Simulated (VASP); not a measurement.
A run of VASP 6.6.1:

The input INCAR:

```
SYSTEM = HC19O
ALGO = Normal
EDIFF = 1E-6
ENCUT = 520
GGA = PS
ISIF = 2
ISMEAR = -1
ISPIN = 2
LASPH = .True.
LCHARG = .False.
LORBIT = 11
LREAL = Auto
LWAVE = .False.
MAGMOM = 0 0 0 0 0 0 0 0 0 0 0 0 0 0 0 0 0 0 0 0 0
NBANDS = 62
NELM = 150
PREC = Accurate
SIGMA = 0.05
```

File KPOINTS:

```
k-points
0
Gamma
  2 2 1
  0 0 0
```

Contents of POSCAR:

```
HC19O
1.0
    7.3980000000      0.0000000000      0.0000000000
   -3.6990000000      6.4068560000      0.0000000000
    0.0000000000      0.0000000000     11.0000000000
C H O
19 1 1
Direct
    0.0010581670      0.0154201999      0.0774100000
    0.2226138998      0.1260596461      0.0799045455
    0.0025054156      0.3493630885      0.0821787273
    0.2250972452      0.4607492349      0.0807055455
    0.0023889939      0.6829285690      0.0759376364
    0.2239452460      0.7934960611      0.0796706364
    0.3297087147      0.0133201058      0.0834316364
    0.5551027676      0.1292320289      0.1110114545
    0.3362876064      0.3496701034      0.0821458182
    0.5597187615      0.4628911591      0.0814332727
    0.3364517989      0.6832577476      0.0820609091
    0.5594907115      0.7954520907      0.0840522727
    0.6700625159      0.0153569863      0.0941368182
    0.8900917941      0.1263128124      0.0841159091
    0.6718541410      0.3552600527      0.0861390909
    0.8917213178      0.4613412569      0.0805917273
    0.6703227615      0.6844087022      0.0779504545
    0.8917582137      0.7939416775      0.0763132727
    0.3444291340      0.2653746237      0.3153099091
    0.5154055962      0.1492499597      0.2124349091
    0.2434840845      0.3079073418      0.3727625455
```

Potentials or basis: VASP PAW PBE potentials, release 64 (C, H, O).

Run with:

```sh
$ cat potpaw_PBE.64/C/POTCAR potpaw_PBE.64/H/POTCAR potpaw_PBE.64/O/POTCAR > POTCAR
$ mpirun -np 1 vasp_std > vasp.out
```

Hardware: 1 thread of Intel(R) Xeon(R) Platinum 8488C (Sapphire Rapids) (shared host).

Question: Estimate the wall time of this run.

Answer: It took 8 min on 1 thread of Intel(R) Xeon(R) Platinum 8488C (Sapphire Rapids), on a shared host, peak memory 0.82 GiB. Counts: scf iterations 25, k points 4.
